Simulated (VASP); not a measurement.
A run of VASP 6.6.1 is set up as follows.

The input INCAR:

```
SYSTEM = PbF2
PREC = Accurate ; ENCUT = 520
EDIFF = 1E-6 ; ISMEAR = -1
SIGMA = 0.112 ; LREAL = Auto
LASPH = .True. ; NELM = 60
ALGO = Normal ; ISIF = 2
LWAVE = .False. ; LCHARG = .False.
GGA = PE ; NBANDS = 130
```

File KPOINTS:

```
Automatic mesh
0
Gamma
  2 2 2
  0 0 0
```

File POSCAR:

```
PbF2
1.0
    0.0000000000      5.8916165671      5.8916165671
    5.8916165671      0.0000000000      5.8916165671
    5.8916165671      5.8916165671      0.0000000000
Pb F
8 16
Direct
   -0.0049561100     -0.0014197292      0.0009273346
    0.0045711563     -0.0146631233      0.5166888349
   -0.0053177256      0.5106817400      0.0169630863
   -0.0054404423      0.5149836154      0.4957074118
    0.4911098621     -0.0046956552      0.0092497533
    0.5140343852     -0.0109945206      0.4911250532
    0.5182680280      0.4919959517     -0.0066800851
    0.4966594426      0.5181219730      0.4921019498
    0.1147783452      0.0899870170      0.1318965671
    0.4142834097      0.3558437614      0.3555131221
    0.1242742109      0.1044643678      0.6180181549
    0.4214468087      0.3617606434      0.8174630757
    0.1538148299      0.6561411382      0.1134534117
    0.3357179608      0.9141301778      0.3626548801
    0.0763762364      0.6181496128      0.6910155224
    0.3635843364      0.9456933316      0.8362540983
    0.5437636621      0.1722751283      0.1332055457
    0.8540919869      0.3454606180      0.3729860005
    0.6304204386      0.1079419363      0.5968515534
    0.8707706860      0.3964445027      0.8568115291
    0.6205068606      0.6097507295      0.1131902412
    0.8516269589      0.8538574163      0.3346447410
    0.6862467973      0.5397701910      0.5986261936
    0.8409214082      0.8845919351      0.8920080661
```

Potentials or basis: VASP PAW PBE potentials, release 64 (Pb_d, F).

Command:

```sh
$ cat potpaw_PBE.64/Pb_d/POTCAR potpaw_PBE.64/F/POTCAR > POTCAR
$ mpirun -np 1 vasp_std > vasp.out
```

(1) What does it give for the band gap on the k mesh?

(2) What does it give for the largest force?

(3) What does it give for the pressure?

Answers

(1) 3.72 eV (least direct gap 3.76 eV).

(2) 1.723 eV/Å.

(3) 7.1 GPa.

Caveat: the k points lie up to 0.46 Å⁻¹ apart; the atoms stand as in a frame of molecular dynamics; spin-orbit coupling is left out, which moves the levels of the heavy elements; forces of over 1 eV/Å act on the atoms, so gaps and moduli don't describe the material at rest.
